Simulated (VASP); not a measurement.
Set up this calculation in VASP 6.6.1, as the native input.

- Task: single point
- Functional: r2SCAN
- Potentials or basis: VASP PAW PBE potentials, release 64 (Sr_sv, Ti_sv, O)
- Cutoff: 520 eV
- k mesh: 6 × 6 × 6
- Occupations: gaussian, width 0.01 eV
- Spin: no spin polarisation
- Dipole correction: no
- Further INCAR settings: ALGO = Normal; EDIFF = 1e-06; NBANDS = 28

The system is SrTiO3.

```
CELL_PARAMETERS angstrom
3.90685 0.00000 0.00000
0.00000 3.90685 0.00000
0.00000 0.00000 3.90685
ATOMIC_POSITIONS crystal
Sr 0.00000 0.00000 0.00000
Ti 0.50000 0.50000 0.50000
O 0.50000 0.00000 0.50000
O 0.50000 0.50000 0.00000
O 0.00000 0.50000 0.50000
```

One way to write it, as run:

POSCAR

```
SrTiO3
1.0
    3.9068515418      0.0000000000      0.0000000000
    0.0000000000      3.9068515418      0.0000000000
    0.0000000000      0.0000000000      3.9068515418
Sr Ti O
1 1 3
Direct
    0.0000000000      0.0000000000      0.0000000000
    0.5000000000      0.5000000000      0.5000000000
    0.5000000000      0.0000000000      0.5000000000
    0.5000000000      0.5000000000      0.0000000000
    0.0000000000      0.5000000000      0.5000000000
```

INCAR.step1

```
PREC = Accurate
ENCUT = 520
ISMEAR = 0
SIGMA = 0.01
LREAL = F
LASPH = T
NELM = 100
NBANDS = 28
GGA = PE
ALGO = Normal
EDIFF = 1E-4
LWAVE = T
LCHARG = F
```

INCAR.step2

```
PREC = Accurate
ENCUT = 520
EDIFF = 1E-6
ISMEAR = 0
SIGMA = 0.01
LREAL = F
LASPH = T
NELM = 100
ALGO = Normal
ISIF = 2
LWAVE = F
LCHARG = F
METAGGA = R2SCAN
LMIXTAU = T
NBANDS = 28
ISTART = 1
```

KPOINTS

```
Automatic mesh
0
Gamma
  6 6 6
```

Potentials or basis: VASP PAW PBE potentials, release 64 (Sr_sv, Ti_sv, O).

Run with:

```console
$ cat potpaw_PBE.64/Sr_sv/POTCAR potpaw_PBE.64/Ti_sv/POTCAR potpaw_PBE.64/O/POTCAR > POTCAR
$ cp INCAR.step1 INCAR
$ mpirun -np 1 vasp_std > vasp.out
$ cp INCAR.step2 INCAR
$ mpirun -np 1 vasp_std > vasp.out
```

It gave:

| Item | Value |
| --- | --- |
| Pressure | 0.9 GPa |
| Band gap on the k mesh | 2.27 eV, indirect (least direct gap 2.66 eV) |

Caveat: the PAW data sets were made with another functional, which shifts forces and pressure a little.

Wall time 2.1 min on 1 thread of AMD EPYC 7R13 Processor (Zen 3), on a shared host, peak memory 0.16 GiB.
